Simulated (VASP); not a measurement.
Al4SbP3, 8 atoms in the cell. Symmetry: P-4m2, No. 115, tetragonal system. The conventional cell has a = 4.020 Å, b = 4.020 Å, c = 11.347 Å, α = 90.00°, β = 90.00°, γ = 90.00°. P (site symmetry 2mm) has 4 Al at 2.41 Å within 3.2 Å. P (site symmetry -4m2) has 4 Al at 2.41 Å within 3.2 Å. Al (site symmetry 2mm) has 4 P at 2.41 Å within 3.2 Å. Within 3.2 Å of Al (site symmetry 2mm) lie 2 P at 2.41 Å and 2 Sb at 2.61 Å. Within 3.4 Å of Sb (site symmetry -4m2) lie 4 Al at 2.61 Å. 

```yaml
Program: VASP 6.6.1
Task: single point
Functional: PBE
Potentials_or_basis: VASP PAW PBE potentials, release 64 (P, Al, Sb)
Cutoff: 520 eV
k_mesh: 6 × 6 × 2
Occupations: gaussian, width 0.01 eV
Spin: no spin polarisation
Dipole_correction: no
Further_INCAR_settings: ALGO = Normal; EDIFF = 1e-06; NBANDS = 26
```

Potentials or basis: VASP PAW PBE potentials, release 64 (P, Al, Sb).

Launch:

```console
$ cat potpaw_PBE.64/P/POTCAR potpaw_PBE.64/Al/POTCAR potpaw_PBE.64/Sb/POTCAR > POTCAR
$ mpirun -np 1 vasp_std > vasp.out
```

Hardware: 1 thread of Intel(R) Xeon(R) Platinum 8259CL CPU @ 2.50GHz (Skylake/Cascade Lake), on a shared host.

Q: How long does it take, and how much memory?

A: Run time: 2.1 min on 1 thread of Intel(R) Xeon(R) Platinum 8259CL CPU @ 2.50GHz (Skylake/Cascade Lake), with other jobs on the host, peak memory 0.3 GiB. Counts: scf iterations 14, k points 20.
